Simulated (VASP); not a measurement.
Runs of VASP 6.6.1 on ZnS. The structure is that of space group F-43m (No. 216), or close to it. The cells are those of the table. 

| task | cell | k mesh | smearing | gap on the mesh (eV) | pressure (GPa) |
| --- | --- | --- | --- | --- | --- |
| single point | a = 3.819 Å, angles 60.0°, 2 atoms | 10 × 10 × 10 | gaussian 0.02 eV | (a) | -4.2 |
| relaxation of cell and atoms | relaxed from a = 3.821 Å, angles 60.0°, 2 atoms | 10 × 10 × 10 | gaussian 0.02 eV | 2.15 | 0.0 |
| single point | a = 3.630 Å, angles 60.0°, 2 atoms | 10 × 10 × 10 | gaussian 0.02 eV | 2.60 | (d) |
| single point | a = 3.770 Å, angles 60.0°, 2 atoms | 10 × 10 × 10 | gaussian 0.01 eV | 2.07 | -1.4 |
| single point | a = 3.855 Å, angles 60.0°, 2 atoms | 10 × 10 × 10 | gaussian 0.02 eV | 1.77 | (b) |
| single point | a = 3.720 Å, angles 60.0°, 2 atoms | 10 × 10 × 10 | gaussian 0.01 eV | 2.25 | 2.1 |
| single point | a = 3.821 Å, angles 60.0°, 2 atoms | 6 × 6 × 6 | gaussian 0.1 eV | (c) | -4.3 |
| single point | a = 3.708 Å, angles 60.0°, 2 atoms | 10 × 10 × 10 | gaussian 0.02 eV | 2.30 | 3.1 |

Alike in all rows: level LDA; potentials or basis VASP PAW LDA potentials, release 64 (Zn, S); no spin polarisation; cutoff (eV) 500.

Task: Fill in the values left out.

Result: (a) 1.90; (b) -6.0; (c) 1.89; (d) 10.4.

Caveats: the cell stands under tension (at least some runs); the cell stands under pressure (at least some runs).

A k mesh can miss the band edges.
